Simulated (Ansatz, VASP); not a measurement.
## Two plane-wave programs on EuO

INCAR

```
SYSTEM = EuO
ALGO = Normal
EDIFF = 1E-7
EDIFFG = -0.002
ENCUT = 600
GGA = PE
GGA_COMPAT = .False.
IBRION = 2
ISIF = 3
ISMEAR = 0
ISPIN = 2
LASPH = .True.
LCHARG = .False.
LDAU = .True.
LDAUJ = 0 0
LDAUL = 3 -1
LDAUPRINT = 1
LDAUTYPE = 2
LDAUU = 8 0
LMAXMIX = 6
LORBIT = 11
LREAL = .False.
LWAVE = .False.
MAGMOM = 7.45 0
NELM = 200
NELMIN = 4
NSW = 100
PREC = Accurate
SIGMA = 0.02
```

File KPOINTS:

```
k-points
0
Gamma
  10 10 10
  0 0 0
```

The input POSCAR:

```
EuO
1.0
    0.0000000000      2.5719500000      2.5719500000
    2.5719500000      0.0000000000      2.5719500000
    2.5719500000      2.5719500000      0.0000000000
Eu O
1 1
Direct
    0.0000000000      0.0000000000      0.0000000000
    0.5000000000      0.5000000000      0.5000000000
```

Input for Ansatz:

```yaml
crystal:
  lattice:
    - [0.0, 2.57195, 2.57195]
    - [2.57195, 0.0, 2.57195]
    - [2.57195, 2.57195, 0.0]
  atoms:
    - { symbol: Eu, position: [0.0, 0.0, 0.0], spin: 7.45 }
    - { symbol: O, position: [0.5, 0.5, 0.5] }
basis:
  ecutwfc: 420
kpoints:
  mp_grid: { grid: [10, 10, 10] }
hamiltonian:
  xc: pbe
  hubbard: { sites: [{ species: Eu, l: f, u_eff: 8.0 }] }
scf:
  occupations: { method: gaussian, width: 0.02 }
output:
  forces: true
  stress: true
  eigenvalues: true
  populations: true
magnetization:
  spin_polarized: true
relax:
  adjacent_minimum: "off"
  f_tol: 0.002
  max_steps: 80
  cell: { stress_tol: 0.02 }
```

Alike in both runs: task relaxation of cell and atoms; functional PBE; k mesh 10 × 10 × 10; occupations gaussian, width 0.02 eV; collinear spin; Hubbard terms Eu f U = 8.0 eV.

|  | VASP | Ansatz |
| --- | --- | --- |
| version | VASP 6.6.1 | Ansatz 0.2.0 |
| potentials or method | VASP PAW PBE potentials, release 64 (Eu, O), cutoff 600 eV | scalar-relativistic, plane waves, PAW |
| valence electrons in the cell | 23 | 23 |

Ansatz gave:

```
gap on the k mesh at the Fermi level, each at its own relaxed structure (eV) : 0.99
net moment per atom (μB)                                                     : 3.50
size of the moment on the site where the two differ most (μB)                : 6.78
relaxed volume (Å³/atom)                                                     : 17.51
relaxed cell length with the largest relative difference (Å)                 : 3.673
```

Problem. Estimate VASP's values.

Solution. gap on the k mesh at the Fermi level, each at its own relaxed structure (eV): 0.71; net moment per atom (μB): 3.50; size of the moment on the site where the two differ most (μB): 6.75; relaxed volume (Å³/atom): 17.47; relaxed cell length with the largest relative difference (Å): 3.670.

Site moments also hang on the region over which each program counts them. The programs project onto different local orbitals, so the same U acts differently, and such runs can settle in different states.

Neither program's run includes spin-orbit coupling.
